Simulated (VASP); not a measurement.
Set up this calculation in VASP 6.6.1, as the native input.

| Item | Value |
| --- | --- |
| Task | single point |
| Functional | PBE |
| Potentials or basis | VASP PAW PBE potentials, release 64 (Pb_d, Se) |
| Cutoff | 520 eV |
| k mesh | 7 × 7 × 6 |
| Occupations | fermi-dirac, width 0.05 eV |
| Spin | no spin polarisation |
| Dipole correction | no |
| Further INCAR settings | ALGO = Normal; EDIFF = 1e-06; NBANDS = 28 |

The structure of PbSe lies in POSCAR:

```
PbSe
1.0
    2.1548765900     -6.1339473500      0.0000000000
    2.1548765900      6.1339473500      0.0000000000
    0.0000000000      0.0000000000      4.4504935700
Pb Se
2 2
Direct
    0.3682392700      0.6317607300      0.2500000000
    0.6317607300      0.3682392700      0.7500000000
    0.1387100400      0.8612899600      0.2500000000
    0.8612899600      0.1387100400      0.7500000000
```

These files were run (other wordings do the same):

INCAR

```
PREC     = Accurate       # precision mode
ENCUT    = 520            # plane-wave cutoff, eV
EDIFF    = 1E-6           # SCF threshold, eV
ISMEAR   = -1             # smearing method
SIGMA    = 0.05           # smearing width, eV
LREAL    = False          # projectors in reciprocal space
LASPH    = True           # aspherical terms in the spheres
NELM     = 80             # most SCF steps
ALGO     = Normal         # electronic algorithm
ISIF     = 2              # what is computed and relaxed
LWAVE    = False          # write WAVECAR
LCHARG   = True           # write CHGCAR
GGA      = PE             # functional
LELF     = True           # ELF
LVHAR    = True         
NBANDS   = 28             # bands
```

KPOINTS

```
Automatic mesh
0
Gamma
  7 7 6
```

Potentials or basis: VASP PAW PBE potentials, release 64 (Pb_d, Se).

The run is started by

```console
$ cat potpaw_PBE.64/Pb_d/POTCAR potpaw_PBE.64/Se/POTCAR > POTCAR
$ mpirun -np 1 vasp_std > vasp.out
```

It gave:

```json
{
 "Pressure": "1.0 GPa",
 "Largest force": "0.136 eV/Å",
 "Band gap on the k mesh": "1.02 eV, direct"
}
```

Caveat: spin-orbit coupling is left out, which moves the levels of the heavy elements.

Wall time 2.4 min on 1 thread of AMD EPYC 9R45 96-Core Processor (Zen 5) (shared host), peak memory 0.36 GiB.
